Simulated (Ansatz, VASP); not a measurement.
**One calculation of AlInSbN2, two programs**

INCAR

```
PREC = Accurate
ENCUT = 520
EDIFF = 1E-7
ISMEAR = 0
SIGMA = 0.1
LREAL = F
LASPH = T
NELM = 100
ALGO = Normal
ISIF = 2
LWAVE = F
LCHARG = F
GGA = PE
NBANDS = 24
```

The input KPOINTS:

```
regular mesh
0
Gamma
  6 4 4
```

Contents of POSCAR:

```
AlInSbN2
1.0
    3.0800710100      0.0000000000      0.0000000000
    0.0000000000      4.6286517200      0.0000000000
    0.0000000000      0.0000000000      7.2042662600
Al In Sb N
1 1 1 2
Direct
    0.0000000000      0.5000000000      0.4639111100
    0.0000000000      0.0000000000      0.4492656900
    0.0000000000      0.5000000000      0.7222549800
    0.0000000000      0.0000000000      0.1542430900
    0.0000000000      0.0000000000      0.9161728300
```

Input for Ansatz:

```yaml
crystal:
  lattice:
    - [3.08007101, 0.0, 0.0]
    - [0.0, 4.62865172, 0.0]
    - [0.0, 0.0, 7.20426626]
  atoms:
    - { symbol: Al, position: [0.0, 0.5, 0.46391111] }
    - { symbol: In, position: [0.0, 0.0, 0.44926569] }
    - { symbol: Sb, position: [0.0, 0.5, 0.72225498] }
    - { symbol: "N", position: [0.0, 0.0, 0.15424309] }
    - { symbol: "N", position: [0.0, 0.0, 0.91617283] }
basis:
  ecutwfc: 420
kpoints:
  mp_grid: { grid: [6, 4, 4] }
hamiltonian:
  xc: pbe
scf:
  occupations: { method: gaussian, width: 0.1 }
  lower_state_search: "off"
output:
  forces: true
  stress: true
  eigenvalues: true
```

Alike in both runs: task single point; functional PBE; k mesh 6 × 4 × 4; occupations gaussian, width 0.1 eV; no spin polarisation.

```csv
,VASP,Ansatz
version,VASP 6.6.1,Ansatz 0.2.0
potentials or method,"VASP PAW PBE potentials, release 64 (Al, In_d, Sb, N), cutoff 520 eV","scalar-relativistic, plane waves, PAW"
valence electrons in the cell,31,41
```

|  | VASP | Ansatz | Ansatz less VASP |
| --- | --- | --- | --- |
| gap on the k mesh at the Fermi level (eV) | none | none | - |
| pressure (GPa) | 23.6 | 23.7 | +0.15 |
| traceless stress, the component that is largest in VASP (GPa) | -20.20 | -20.64 | -0.445 |
| rms of the force components (eV/Å) | 8.561 | 8.625 | +0.0639 |

Atom by atom the forces differ by 0.068 eV/Å (rms over components). A gap of «none» marks a metal or a gap that the smearing closes. VASP's potentials hold 31 valence electrons a cell and Ansatz's 41, so a difference there can come from the potentials and not from the codes.

Neither program's run includes spin-orbit coupling.
